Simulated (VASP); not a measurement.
Write the native input for VASP 6.6.1 that does the following.

* Task: relaxation of cell and atoms
* Functional: HSE06
* Potentials or basis: VASP PAW PBE potentials, release 64 (Ga_d, F)
* Cutoff: 600 eV
* k mesh: 4 × 4 × 4
* Occupations: fermi-dirac, width 0.05 eV
* Spin: no spin polarisation
* Dipole correction: no
* Grid for exact exchange (PRECFOCK): Normal
* Further INCAR settings: ALGO = Normal; EDIFF = 1e-06; IBRION = 2; EDIFFG = -0.01; NSW = 60; ISIF = 3
* Share of exact exchange: 0.25
* Screening parameter: 0.2079 1/Å

Crystal: GaF.

```
Ga F
1.0
     0.00000    2.84624    2.84624
     2.84624    0.00000    2.84624
     2.84624    2.84624    0.00000
Ga F
1 1
Direct
  0.25000 0.25000 0.25000
  0.00000 0.00000 0.00000
```

One way to write it, as run:

POSCAR

```
GaF
1.0
    0.0000000000      2.8462400000      2.8462400000
    2.8462400000      0.0000000000      2.8462400000
    2.8462400000      2.8462400000      0.0000000000
Ga F
1 1
Direct
    0.2500000000      0.2500000000      0.2500000000
    0.0000000000      0.0000000000      0.0000000000
```

INCAR.step1

```
SYSTEM = GaF
ALGO = Normal
EDIFF = 1E-5
ENCUT = 600
GGA = PE
ISMEAR = -1
LASPH = .TRUE.
LCHARG = .FALSE.
LREAL = .FALSE.
LWAVE = .TRUE.
NBANDS = 17
NELM = 100
PREC = Accurate
SIGMA = 0.05
```

INCAR.step2

```
SYSTEM = GaF
ALGO = Normal
EDIFF = 1E-6
EDIFFG = -0.01
ENCUT = 600
GGA = PE
HFSCREEN = 0.2079
IBRION = 2
ISIF = 3
ISMEAR = -1
ISTART = 1
LASPH = .TRUE.
LCHARG = .FALSE.
LHFCALC = .TRUE.
LREAL = .FALSE.
LWAVE = .FALSE.
NELM = 100
NSW = 60
PREC = Accurate
PRECFOCK = Normal
SIGMA = 0.05
```

KPOINTS

```
k-points
0
G
  4 4 4
  0 0 0
```

Potentials or basis: VASP PAW PBE potentials, release 64 (Ga_d, F).

Command:

```console
$ cat potpaw_PBE.64/Ga_d/POTCAR potpaw_PBE.64/F/POTCAR > POTCAR
$ cp INCAR.step1 INCAR
$ mpirun -np 1 vasp_std > vasp.out
$ cp INCAR.step2 INCAR
$ mpirun -np 1 vasp_std > vasp.out
```

Results of the run:

The relaxed volume is 22.90 Å³/atom, the relaxed cell is a = 4.016 Å, b = 4.016 Å, c = 4.016 Å, α = 60.00°, β = 60.00°, γ = 60.00° and the space group after relaxing (to 0.1 Å) is F-43m (No. 216). The energy gained by relaxing is 0.2 meV/atom, the ionic steps are 3 and the pressure after relaxing is -0.1 GPa. The band gap on the k mesh is 3.05 eV.

Caveat: the k points lie up to 0.48 Å⁻¹ apart in the final cell; the PAW data sets were made with another functional, which shifts forces and pressure a little.

Run time: 33 min on 1 thread of Oxide Virtual Turin-like Processor (shared host), peak memory 0.28 GiB.
